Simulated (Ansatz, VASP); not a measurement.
**Two plane-wave programs on SnS**

```
Sn S
1.0
    11.32000    0.00000    0.00000
     0.00000    4.05000    0.00000
     0.00000    0.00000    4.24200
Sn S
4 4
Direct
  0.12200 0.25000 0.09810
  0.37800 0.75000 0.59810
  0.62200 0.25000 0.40190
  0.87800 0.75000 0.90190
  0.85070 0.25000 0.47900
  0.64930 0.75000 0.97900
  0.35070 0.25000 0.02100
  0.14930 0.75000 0.52100
```

Alike in both runs: task single point; functional PBEsol; k mesh 2 × 4 × 4; occupations gaussian, width 0.1 eV; no spin polarisation.

|  | VASP | Ansatz |
| --- | --- | --- |
| version | VASP 6.6.1 | Ansatz 0.2.0 |
| potentials or method | VASP PAW PBE potentials, release 64 (Sn_d, S), cutoff 500 eV | scalar-relativistic, plane waves, PAW |
| valence electrons in the cell | 80 | 80 |

```tsv
	VASP	Ansatz	Ansatz less VASP
gap on the k mesh at the Fermi level (eV)	0.83	0.84	+0.007
least direct gap on the mesh (eV)	1.31	1.32	+0.005
pressure (GPa)	-1.6	-1.6	+0.01
traceless stress, the component that is largest in VASP (GPa)	0.87	0.89	+0.019
rms of the force components (eV/Å)	0.063	0.066	+0.0035
```

VASP's potentials were made for PBE, not for PBEsol. Atom by atom the forces differ by 0.004 eV/Å (rms over components). With one functional, cell and mesh, what is left measures potentials, basis and numerics.
